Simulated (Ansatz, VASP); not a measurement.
# Two plane-wave programs on TiC

INCAR

```
ALGO = Normal
EDIFF = 1E-6
ENCUT = 520
GGA = PS
ISIF = 2
ISMEAR = 0
LASPH = T
LCHARG = T
LELF = T
LREAL = F
LVHAR = T
LWAVE = F
NBANDS = 15
NELM = 60
PREC = Accurate
SIGMA = 0.15
```

File KPOINTS:

```
k-points
0
Gamma
  24 24 24
```

POSCAR

```
TiC
1.0
    0.0000000000      2.1466854843      2.1466854843
    2.1466854843      0.0000000000      2.1466854843
    2.1466854843      2.1466854843      0.0000000000
Ti C
1 1
Direct
    0.0232917213     -0.0232917213     -0.0232917213
    0.5000000000      0.5000000000      0.5000000000
```

Input for Ansatz:

```yaml
crystal:
  lattice:
    - [0.0, 2.1466854843, 2.1466854843]
    - [2.1466854843, 0.0, 2.1466854843]
    - [2.1466854843, 2.1466854843, 0.0]
  atoms:
    - { symbol: Ti, position: [0.0232917213, -0.0232917213, -0.0232917213] }
    - { symbol: C, position: [0.5, 0.5, 0.5] }
basis:
  ecutwfc: 420
kpoints:
  mp_grid: { grid: [24, 24, 24] }
hamiltonian:
  xc: pbesol
scf:
  occupations: { method: gaussian, width: 0.15 }
output:
  forces: true
  stress: true
  eigenvalues: true
```

Alike in both runs: task single point; functional PBEsol; k mesh 24 × 24 × 24; occupations gaussian, width 0.15 eV; no spin polarisation.

```csv
,VASP,Ansatz
version,VASP 6.6.1,Ansatz 0.2.0
potentials or method,"VASP PAW PBE potentials, release 64 (Ti_sv, C), cutoff 520 eV","scalar-relativistic, plane waves, PAW"
valence electrons in the cell,16,16
```

|  | VASP | Ansatz | Ansatz less VASP |
| --- | --- | --- | --- |
| gap on the k mesh at the Fermi level (eV) | none | none | - |
| pressure (GPa) | 1.4 | 1.3 | -0.18 |
| traceless stress, the component that is largest in VASP (GPa) | 2.10 | 2.09 | -0.017 |
| rms of the force components (eV/Å) | 0.582 | 0.581 | -0.0014 |

VASP's potentials were made for PBE, not for PBEsol. Atom by atom the forces differ by 0.001 eV/Å (rms over components). A gap of «none» marks a metal or a gap that the smearing closes. The functional is the same, so the differences come from potentials, cutoffs and numerics.
